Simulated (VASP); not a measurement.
Input of a VASP 6.6.1 run:

INCAR

```
ALGO = Normal
EDIFF = 1E-6
ENCUT = 680
GGA = PE
GGA_COMPAT = F
ISIF = 2
ISMEAR = -1
ISPIN = 2
LASPH = T
LCHARG = F
LMAXMIX = 4
LORBIT = 11
LREAL = F
LWAVE = F
MAGMOM = 0 2
NBANDS = 26
NELM = 200
NUPDOWN = 2.0
PREC = Accurate
SIGMA = 0.05
```

File KPOINTS:

```
k-points
0
Gamma
  7 7 7
```

POSCAR

```
MnSb
1.0
    0.0000000000      2.7950160000      2.7950160000
    2.7950160000      0.0000000000      2.7950160000
    2.7950160000      2.7950160000      0.0000000000
Sb Mn
1 1
Direct
    0.5000000000      0.5000000000      0.5000000000
    0.0000000000      0.0000000000      0.0000000000
```

Potentials or basis: VASP PAW PBE potentials, release 64 (Sb_d_GW, Mn_sv).

Run with:

```console
$ cat potpaw_PBE.64/Sb_d_GW/POTCAR potpaw_PBE.64/Mn_sv/POTCAR > POTCAR
$ mpirun -np 1 vasp_std > vasp.out
```

Question: What does it give for the pressure?

Answer: -9.5 GPa.

Caveat: the cell stands under tension; the total moment is fixed, so each spin has its own Fermi level and the state may be an excited one; a cell with one magnetic atom can't hold antiferromagnetic order, which such compounds often take.
